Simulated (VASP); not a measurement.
# Sr (I4/mmm) in VASP: notebook, part 2 of 3

VASP 6.6.1.

### Step 3. Single point, PBEsol (strain -0.040 along x and y, +0.040 along z)

The input, INCAR:

```
SYSTEM = Sr
PREC = Accurate
ENCUT = 520
EDIFF = 1E-6
ISMEAR = 0
SIGMA = 0.03
LREAL = .FALSE.
LASPH = .TRUE.
NELM = 100
ALGO = Normal
ISIF = 2
LWAVE = .FALSE.
LCHARG = .FALSE.
GGA = PS
NBANDS = 11
```

The input, KPOINTS:

```
regular mesh
0
G
  10 10 10
  0 0 0
```

The input, POSCAR:

```
Sr
1.0
    0.0000000000      2.9206560000      3.1640440000
    2.9206560000      0.0000000000      3.1640440000
    2.9206560000      2.9206560000      0.0000000000
Sr
1
Direct
    0.0000000000      0.0000000000      0.0000000000
```

Potentials or basis: VASP PAW PBE potentials, release 64 (Sr_sv).

The run is started by

```sh
$ cat potpaw_PBE.64/Sr_sv/POTCAR > POTCAR
$ mpirun -np 1 vasp_std > vasp.out
```

Wall time 25 s (1 thread of Intel Xeon Platinum 8259CL at 2.50GHz (Skylake/Cascade Lake), shared host); peak memory 0.21 GiB.

Results (log left out):

```yaml
Free_energy: -1.8321 eV
Pressure: -0.5 GPa
Band_gap_on_the_k_mesh: zero (band 5 reaches 1.63 eV, above the bottom of band 6 at 1.60 eV)
```

Stress tensor (GPa, compression positive):
```
-0.35  0.00  0.00
 0.00 -0.35  0.00
 0.00  0.00 -0.84
```

Levels at points of the mesh, in eV from the Fermi level:
| k point | band 2 | band 3 | band 4 | band 5 | band 6 | band 7 | band 8 | band 9 |
| --- | --- | --- | --- | --- | --- | --- | --- | --- |
| (0.00, 0.00, 0.00) | -18.44 | -18.43 | -18.43 | -3.72 | 2.04 | 2.49 | 2.49 | 3.41 |
| (0.50, 0.00, 0.00) | -18.65 | -18.48 | -18.45 | -1.17 | 0.07 | 1.90 | 2.43 | 4.76 |
| (0.50, 0.50, 0.00) | -18.63 | -18.49 | -18.49 | -0.85 | 0.40 | 0.63 | 4.96 | 5.18 |
| (0.50, 0.00, 0.50) | -18.64 | -18.54 | -18.51 | -0.63 | 0.25 | 1.30 | 4.72 | 4.91 |

Caveat: the cell differs from its parent crystal (strain -0.040 along x and y, +0.040 along z); the PAW data sets were made with another functional, which shifts forces and pressure a little.

### Step 4. Single point, PBEsol (strain -0.040 along x and y, +0.080 along z)

The input, INCAR:

```
SYSTEM = Sr
ALGO     = Normal         ! electronic algorithm
EDIFF    = 1E-6           ! SCF threshold, eV
ENCUT    = 520            ! plane-wave cutoff, eV
GGA      = PS             ! functional
ISIF     = 2              ! what is computed and relaxed
ISMEAR   = 0              ! smearing method
LASPH    = .True.         ! aspherical terms in the spheres
LCHARG   = .False.        ! write CHGCAR
LREAL    = .False.        ! projectors in reciprocal space
LWAVE    = .False.        ! write WAVECAR
NBANDS   = 11             ! bands
NELM     = 100            ! most SCF steps
PREC     = Accurate       ! precision mode
SIGMA    = 0.03           ! smearing width, eV
```

The input, KPOINTS:

```
k-points
0
Gamma
  10 10 10
  0 0 0
```

The input, POSCAR:

```
Sr
1.0
    0.0000000000      2.9206560000      3.2857380000
    2.9206560000      0.0000000000      3.2857380000
    2.9206560000      2.9206560000      0.0000000000
Sr
1
Direct
    0.0000000000      0.0000000000      0.0000000000
```

Potentials or basis: VASP PAW PBE potentials, release 64 (Sr_sv).

The run is started by

```sh
$ cat potpaw_PBE.64/Sr_sv/POTCAR > POTCAR
$ mpirun -np 1 vasp_std > vasp.out
```

OUTCAR:

```text
SYSTEM = Sr
   EDIFF = 1E-6
   ENCUT = 520
   GGA = PS
   ISIF = 2
   ISMEAR = 0
   LASPH = .True.
   LREAL = .False.
   NELM = 100
   PREC = Accurate

 ion  position               nearest neighbor table
   1  0.000  0.000  0.000-

  LATTYP: Found a body centered tetragonal cell.
 ALAT       =     4.1304313262
 C/A-ratio  =     1.5909902577

  Lattice vectors:

 A1 = (  -2.9206560000,   0.0000000000,   3.2857380000)
 A2 = (   2.9206560000,   0.0000000000,   3.2857380000)
 A3 = (   0.0000000000,   2.9206560000,  -3.2857380000)

Analysis of symmetry for initial positions (statically):
=====================================================================
 Subroutine PRICEL returns:
 Original cell was already a primitive cell.

 Routine SETGRP: Setting up the symmetry group for a
 body centered tetragonal supercell.

 Subroutine GETGRP returns: Found 16 space group operations
 (whereof 16 operations were pure point group operations)
 out of a pool of 16 trial point group operations.

The static configuration has the point symmetry D_4h.

Analysis of symmetry for dynamics (positions and initial velocities):
=====================================================================
 Subroutine PRICEL returns:
 Original cell was already a primitive cell.

 Routine SETGRP: Setting up the symmetry group for a
 body centered tetragonal supercell.

 Subroutine GETGRP returns: Found 16 space group operations
 (whereof 16 operations were pure point group operations)
 out of a pool of 16 trial point group operations.

The dynamic configuration has the point symmetry D_4h.

 Subroutine INISYM returns: Found 16 space group operations
 (whereof 16 operations are pure point group operations),
 and found     1 'primitive' translations

----------------------------------------------------------------------------------------

                                     Primitive cell
[... 114 lines left out ...]
   GGA     = PS    functional components
   LHFCALC =     F    Hartree Fock is set to
   AEXX    =    0.0000 exact exchange contribution
   IVDW    =     0    specifies the selected vdW correction
   LEPSILON=     F    determine dielectric tensor
   LRPA    =     F    only Hartree local field effects (RPA)
 non-spin polarized calculation
 Gauss-broadening in eV      SIGMA  =   0.03
  energy-cutoff  :      520.00
  volume of cell :       56.06
 maximum number of plane-waves:      1526
 NGX is ok and might be reduce to    36
   NGX = 17   NGY = 17   NGZ = 15

 number of electron      10.0000000 magnetization

 Free energy of the ion-electron system (eV)
  ---------------------------------------------------
  ext. energy  EPLUGINS =         0.00000000
  ---------------------------------------------------
  free energy    TOTEN  =        -1.81733613 eV

  energy without entropy =       -1.81679566  energy(sigma->0) =       -1.81706589

 E-fermi :   1.4572     XC(G=0):  -7.3717

 val. band max:        1.4483008909   @ k =  -0.4000   0.1000   0.2000
 cond. band min:       1.4622140088   @ k =  -0.3000   0.3000   0.2000
 fundamental gap:      0.0139131179
 Fermi energy:         1.4571734729

 k-point     1 :       0.0000    0.0000    0.0000
  band No.  band energies     occupation
      1     -35.1508      2.00000
      2     -17.0623      2.00000
      3     -17.0490      2.00000
      4     -17.0490      2.00000
      5      -2.1939      2.00000
      6       3.3531      0.00000
      7       4.0078      0.00000
      8       4.0078      0.00000
      9       4.5838      0.00000
     10       5.6574      0.00000
     11       8.5925      0.00000
[... 309 lines left out ...]
 k-point    24 :       0.4000    0.3000    0.0000
  band No.  band energies     occupation
      1     -35.1405      2.00000
      2     -17.1873      2.00000
      3     -17.0952      2.00000
      4     -17.0825      2.00000
      5      -0.2053      2.00000
      6       2.1692      0.00000
      7       2.3876      0.00000
      8       5.1983      0.00000
      9       5.4521      0.00000
     10       6.1989      0.00000
     11       7.4899      0.00000

 [... further k-points ...]

------------------------ aborting loop because EDIFF is reached ----------------------------------------

  FORCE on cell =-STRESS in cart. coord.  units (eV):
  Direction    XX          YY          ZZ          XY          YZ          ZX
  --------------------------------------------------------------------------------------
  -------------------------------------------------------------------------------------
  Total       -0.2076193     -0.2076193     -0.5162651      0.0000000      0.0000000      0.0000000
  in kB       -5.9340957     -5.9340957    -14.7556932      0.0000000      0.0000000      0.0000000
  external PRESSURE =      -8.8746282 kB  Pullay stress =       0.0000000 kB

 VOLUME and BASIS-vectors are now :
 -----------------------------------------------------------------------------
  energy-cutoff  :      520.00
  volume of cell :       56.06
      direct lattice vectors                 reciprocal lattice vectors
     0.000000000  2.920656000  3.285738000    -0.171194417  0.171194417  0.152172815
     2.920656000  0.000000000  3.285738000     0.171194417 -0.171194417  0.152172815
     2.920656000  2.920656000  0.000000000     0.171194417  0.171194417 -0.152172815

 POSITION                                       TOTAL-FORCE (eV/Angst)
 -----------------------------------------------------------------------------------
      0.00000      0.00000      0.00000         0.000000     -0.000000     -0.000000
 -----------------------------------------------------------------------------------
    total drift:                               -0.000000      0.000000      0.000000

  FREE ENERGIE OF THE ION-ELECTRON SYSTEM (eV)
  ---------------------------------------------------
  free  energy   TOTEN  =        -1.8173361274 eV

  energy  without entropy=       -1.8167956609  energy(sigma->0) =       -1.81706589
```

stdout:

```text
POSCAR found type information on POSCAR Sr
 POSCAR found :  1 types and       1 ions
 scaLAPACK will be used
 -----------------------------------------------------------------------------
|                                                                             |
|                                                                             |
|     You enforced a specific xc type in the INCAR file but a different       |
|     I HOPE YOU KNOW WHAT YOU ARE DOING!                                     |
|                                                                             |
 -----------------------------------------------------------------------------

 LDA part: xc-table for (Slater+PW92), standard interpolation
 POSCAR, INCAR and KPOINTS ok, starting setup
 FFT: planning ... GRIDC
 FFT: planning ... GRID_SOFT
 FFT: planning ... GRID
 WAVECAR not read
 entering main loop
```

Run time: 46 s. Hardware: 1 thread of Intel Xeon Platinum 8259CL at 2.50GHz (Skylake/Cascade Lake), shared host; peak memory 0.22 GiB.

Results:

| Quantity | Value |
| --- | --- |
| Free energy | -1.8173 eV |
| Pressure | -0.9 GPa |
| Band gap on the k mesh | zero (band 5 reaches 1.51 eV, above the bottom of band 6 at 1.45 eV) |

Caveat: the cell differs from its parent crystal (strain -0.040 along x and y, +0.080 along z); the PAW data sets were made with another functional, which shifts forces and pressure a little.

### Step 5. Single point, PBEsol (strain +0.040 along x and y, -0.080 along z)

The input, INCAR:

```
SYSTEM = Sr
  PREC = Accurate
  ENCUT = 520
  EDIFF = 1E-6
  ISMEAR = 0
  SIGMA = 0.03
  LREAL = .FALSE.
  LASPH = .TRUE.
  NELM = 60
  ALGO = Normal
  ISIF = 2
  LWAVE = .FALSE.
  LCHARG = .FALSE.
  GGA = PS
  NBANDS = 11
```

The input, KPOINTS:

```
Automatic mesh
0
G
  10 10 10
  0 0 0
```

The input, POSCAR:

```
Sr
1.0
    0.0000000000      3.1640440000      2.7989620000
    3.1640440000      0.0000000000      2.7989620000
    3.1640440000      3.1640440000      0.0000000000
Sr
1
Direct
    0.0000000000      0.0000000000      0.0000000000
```

The run is started by

```sh
$ cat potpaw_PBE.64/Sr_sv/POTCAR > POTCAR
$ mpirun -np 1 vasp_std > vasp.out
```

It took 37 s on 1 thread of Intel Xeon Platinum 8259CL at 2.50GHz (Skylake/Cascade Lake), shared host; peak memory 0.22 GiB.

It converged, with:

```yaml
Free_energy: -1.8248 eV
Pressure: -0.9 GPa
Band_gap_on_the_k_mesh: zero (band 5 reaches 1.55 eV, above the bottom of band 6 at 1.43 eV)
```

Stress tensor (GPa, compression positive):
```
-0.94  0.00  0.00
 0.00 -0.94  0.00
 0.00  0.00 -0.82
```

Levels at points of the mesh, in eV from the Fermi level:
| k point | band 3 | band 4 | band 5 | band 6 | band 7 | band 8 |
| --- | --- | --- | --- | --- | --- | --- |
| (0.00, 0.00, 0.00) | -18.52 | -18.51 | -3.67 | 2.14 | 2.14 | 2.72 |
| (0.50, 0.00, 0.00) | -18.56 | -18.53 | -1.15 | 0.03 | 1.73 | 2.56 |
| (0.50, 0.50, 0.00) | -18.62 | -18.62 | -0.45 | 0.13 | 1.73 | 4.55 |
| (0.50, 0.00, 0.50) | -18.59 | -18.56 | -0.78 | 0.48 | 0.66 | 4.42 |

Caveat: the cell differs from its parent crystal (strain +0.040 along x and y, -0.080 along z); the PAW data sets were made with another functional, which shifts forces and pressure a little.

(Part 2 of 3 ends here.)
